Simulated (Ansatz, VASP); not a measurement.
# Cu in VASP and in Ansatz

```xyz
2
Lattice="2.5643 0.0000 0.0000 -1.2821 2.2207 0.0000 0.0000 0.0000 4.2070" Properties=species:S:1:pos:R:3 pbc="T T T"
Cu    0.0000    1.4805    1.0517
Cu    1.2821    0.7402    3.1552
```

Alike in both runs: task electric field gradients; functional PBE; k mesh 18 × 18 × 10; occupations fermi-dirac, width 0.15 eV; no spin polarisation.

|  | VASP | Ansatz |
| --- | --- | --- |
| version | VASP 6.6.1 | Ansatz 0.2.0 |
| potentials or method | VASP PAW PBE potentials, release 64 (Cu), cutoff 520 eV | scalar-relativistic, plane waves, PAW |
| valence electrons in the cell | 22 | 38 |

|  | VASP | Ansatz | Ansatz less VASP |
| --- | --- | --- | --- |
| gap on the k mesh at the Fermi level (eV) | none | none | - |
| pressure (GPa) | 0.6 | 0.0 | -0.55 |
| size of Vzz on the site where it differs most (V/Å²) | 0.3 | 0.3 | +0.04 |

A gap of «none» marks a metal or a gap that the smearing closes. With one functional, cell and mesh, what is left measures potentials, basis and numerics. VASP's potentials hold 22 valence electrons a cell and Ansatz's 38, so a difference there can come from the potentials and not from the codes.
